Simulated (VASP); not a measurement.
The system is GaSb3.

```
Ga Sb
1.0
     0.00000    3.73060    3.73060
     3.73060    0.00000    3.73060
     3.73060    3.73060    0.00000
Ga Sb
1 3
Direct
  0.00000 0.00000 0.00000
  0.25000 0.25000 0.25000
  0.75000 0.75000 0.75000
  0.50000 0.50000 0.50000
```

| Quantity | Value |
| --- | --- |
| Program | VASP 6.6.1 |
| Task | relaxation of cell and atoms |
| Functional | PBEsol |
| Dispersion | D3(BJ) |
| Potentials or basis | VASP PAW PBE potentials, release 64 (Ga_d, Sb) |
| Cutoff | 600 eV |
| k mesh | 6 × 6 × 6 |
| Occupations | gaussian, width 0.1 eV |
| Spin | no spin polarisation |

At the start: pressure -6.3 GPa; volume 25.96 Å³/atom.

**Question.** Where does the relaxation end?

**Answer.** Over 3 steps the energy falls by 65.5 meV/atom and the volume is 23.05 Å³/atom (-11.2 %); space group Fm-3m (No. 225, to 0.05 Å).

Step by step:
| step | energy change (eV) | largest force (eV/Å) | pressure (GPa) | volume (Å³) |
| --- | --- | --- | --- | --- |
| 1 | 0.0000 | 0.0000 | -6.30 | 103.84 |
| 2 | -0.2378 | 0.0000 | 2.66 | 89.24 |
| 3 | -0.2622 | 0.0000 | 0.04 | 92.20 |

Final structure:
```
CELL_PARAMETERS angstrom
0.00000 3.58562 3.58562
3.58562 0.00000 3.58562
3.58562 3.58562 0.00000
ATOMIC_POSITIONS crystal
Ga 0.00000 0.00000 0.00000
Sb 0.25000 0.25000 0.25000
Sb 0.75000 0.75000 0.75000
Sb 0.50000 0.50000 0.50000
```

Caveat: the PAW data sets were made with another functional, which shifts forces and pressure a little.
